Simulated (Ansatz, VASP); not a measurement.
This is a calculation of Lu for Ansatz 0.2.0.

input.yaml

```yaml
crystal:
  lattice:
    - [3.4315880974, 0.0, 0.0]
    - [-1.7157940487, 2.9718424677, 0.0]
    - [0.0, 0.0, 5.4375845309]
  atoms:
    - { symbol: Lu, position: [0.6666666667, 0.3333333333, 0.75] }
    - { symbol: Lu, position: [0.3333333333, 0.6666666667, 0.25] }
kpoints:
  mp_grid: { grid: [9, 9, 5] }
scf:
  occupations: { method: fermi_dirac, width: 0.05 }
hamiltonian:
  xc: pbesol
  pseudopotentials: { kind: all_electron, lapw: { basis_error: 0.0005 } }
output:
  forces: true
  stress: true
  eigenvalues: true
```

Potentials or basis: all-electron LAPW, scalar-relativistic.

Command:

```console
$ ansatz run input.yaml --threads 1 --pin off --max-ram 3072MiB --backend cpu --events-out ev --progress --plain --runs-dir out
```

Problem. Set up the same calculation for VASP 6.6.1. Potentials there: VASP PAW PBE potentials, release 64 (Lu).

Solution. As run (the cutoff follows the program's own potentials):

The input INCAR:

```
ALGO = Normal
EDIFF = 1E-7
ENCUT = 520
GGA = PS
ISIF = 2
ISMEAR = -1
LASPH = True
LCHARG = False
LREAL = False
LWAVE = False
NBANDS = 32
NELM = 60
PREC = Accurate
SIGMA = 0.05
```

Contents of KPOINTS:

```
k-points
0
Gamma
  9 9 5
```

File POSCAR:

```
Lu
1.0
    3.4315880974      0.0000000000      0.0000000000
   -1.7157940487      2.9718424677      0.0000000000
    0.0000000000      0.0000000000      5.4375845309
Lu
2
Direct
    0.6666666667      0.3333333333      0.7500000000
    0.3333333333      0.6666666667      0.2500000000
```

Potentials or basis: VASP PAW PBE potentials, release 64 (Lu).

Launch:

```bash
$ cat potpaw_PBE.64/Lu/POTCAR > POTCAR
$ mpirun -np 1 vasp_std > vasp.out
```

Both were run:

|  | VASP | Ansatz | Ansatz less VASP |
| --- | --- | --- | --- |
| gap on the k mesh at the Fermi level (eV) | none | none | - |
| pressure (GPa) | -0.2 | -0.4 | -0.12 |
| traceless stress, the component that is largest in VASP (GPa) | -0.89 | -0.88 | +0.003 |

VASP's potentials were made for PBE, not for PBEsol. A gap of «none» marks a metal or a gap that the smearing closes. Ansatz ran all-electron here, and VASP with PAW potentials.

Spin-orbit coupling is off throughout.
